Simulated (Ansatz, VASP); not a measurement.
**Two plane-wave programs on C**

POSCAR

```
C
1.0
    0.0000000000      1.8168387500      1.8168387500
    1.7834000000      0.0334387500      1.7834000000
    1.7834000000      1.7834000000      0.0334387500
C
2
Direct
    0.5000000000      0.5000000000      0.5000000000
    0.7500000000      0.7500000000      0.7500000000
```

File INCAR.step1:

```
SYSTEM = C
ALGO     = Normal         ! electronic algorithm
EDIFF    = 1E-4           ! SCF threshold, eV
ENCUT    = 520            ! plane-wave cutoff, eV
GGA      = PE             ! functional
ISMEAR   = 0              ! smearing method
LASPH    = .TRUE.         ! aspherical terms in the spheres
LCHARG   = .FALSE.        ! write CHGCAR
LREAL    = .FALSE.        ! projectors in reciprocal space
LWAVE    = .TRUE.         ! write WAVECAR
NBANDS   = 11             ! bands
NELM     = 60             ! most SCF steps
PREC     = Accurate       ! precision mode
SIGMA    = 0.05           ! smearing width, eV
```

The input INCAR.step2:

```
SYSTEM = C
ALGO     = Normal         ! electronic algorithm
EDIFF    = 1E-7           ! SCF threshold, eV
ENCUT    = 520            ! plane-wave cutoff, eV
ISIF     = 2              ! what is computed and relaxed
ISMEAR   = 0              ! smearing method
ISTART   = 1            
LASPH    = .TRUE.         ! aspherical terms in the spheres
LCHARG   = .TRUE.         ! write CHGCAR
LELF     = .TRUE.         ! ELF
LMIXTAU  = .TRUE.       
LREAL    = .FALSE.        ! projectors in reciprocal space
LVHAR    = .TRUE.       
LWAVE    = .FALSE.        ! write WAVECAR
METAGGA  = R2SCAN         ! meta-GGA
NBANDS   = 11             ! bands
NELM     = 60             ! most SCF steps
PREC     = Accurate       ! precision mode
SIGMA    = 0.05           ! smearing width, eV
```

File KPOINTS:

```
k-points
0
G
  12 12 12
  0 0 0
```

Input for Ansatz:

```yaml
crystal:
  lattice:
    - [0.0, 1.81683875, 1.81683875]
    - [1.7834, 0.03343875, 1.7834]
    - [1.7834, 1.7834, 0.03343875]
  atoms:
    - { symbol: C, position: [0.5, 0.5, 0.5] }
    - { symbol: C, position: [0.75, 0.75, 0.75] }
basis:
  ecutwfc: 500
kpoints:
  mp_grid: { grid: [12, 12, 12] }
hamiltonian:
  xc: r2scan
scf:
  occupations: { method: gaussian, width: 0.05 }
output:
  forces: true
  stress: true
  eigenvalues: true
```

Change from the starting cell: strain +0.0375 x Voigt [0, 0, 0, 1, 0, 0], atoms carried along.

Alike in both runs: task single point; functional r2SCAN; k mesh 12 × 12 × 12; occupations gaussian, width 0.05 eV; no spin polarisation.

```csv
,VASP,Ansatz
version,VASP 6.6.1,Ansatz 0.2.0
potentials or method,"VASP PAW PBE potentials, release 64 (C), cutoff 520 eV","scalar-relativistic, plane waves, PAW"
valence electrons in the cell,8,8
```

|  | VASP | Ansatz | Ansatz less VASP |
| --- | --- | --- | --- |
| gap on the k mesh at the Fermi level (eV) | 4.16 | 4.19 | +0.025 |
| least direct gap on the mesh (eV) | 5.25 | 5.29 | +0.042 |
| pressure (GPa) | -0.6 | -1.7 | -1.10 |
| traceless stress, the component that is largest in VASP (GPa) | -21.95 | -21.80 | +0.151 |
| rms of the force components (eV/Å) | 0.050 | 0.042 | -0.0081 |

VASP's potentials were made for PBE, not for r2SCAN. Atom by atom the forces differ by 0.008 eV/Å (rms over components).
